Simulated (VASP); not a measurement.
Write the native input for VASP 6.6.1 that does the following.

```
Task                   : single point
Functional             : PBE
Potentials or basis    : VASP PAW PBE potentials, release 64 (Pt)
Cutoff                 : 520 eV
k mesh                 : 19 × 19 × 19
Occupations            : fermi-dirac, width 0.08 eV
Spin                   : no spin polarisation
Dipole correction      : no
Further INCAR settings : ALGO = Normal; EDIFF = 1e-06; NBANDS = 11
```

The structure of Pt lies in POSCAR:

```
Pt
1.0
    0.0000000000      1.6903390977      1.6903390977
    1.6903390977      0.0000000000      1.6903390977
    1.6903390977      1.6903390977      0.0000000000
Pt
1
Direct
    0.0000000000      0.0000000000      0.0000000000
```

One way to write it, as run:

INCAR

```
SYSTEM = Pt
ALGO = Normal
EDIFF = 1E-6
ENCUT = 520
GGA = PE
ISIF = 2
ISMEAR = -1
LASPH = .TRUE.
LCHARG = .FALSE.
LREAL = .FALSE.
LWAVE = .FALSE.
NBANDS = 11
NELM = 100
PREC = Accurate
SIGMA = 0.08
```

KPOINTS

```
k-points
0
G
  19 19 19
  0 0 0
```

Potentials or basis: VASP PAW PBE potentials, release 64 (Pt).

Launch:

```console
$ cat potpaw_PBE.64/Pt/POTCAR > POTCAR
$ mpirun -np 1 vasp_std > vasp.out
```

It gave:

The pressure is 423.7 GPa. The band gap on the k mesh is zero (bands 5 and 6 overlap by 4.79 eV).

Caveat: the cell stands under pressure; spin-orbit coupling is left out, which moves the levels of the heavy elements.

It took 29 s on 1 thread of Intel Xeon 8259CL, with other jobs on the host, peak memory 0.14 GiB.
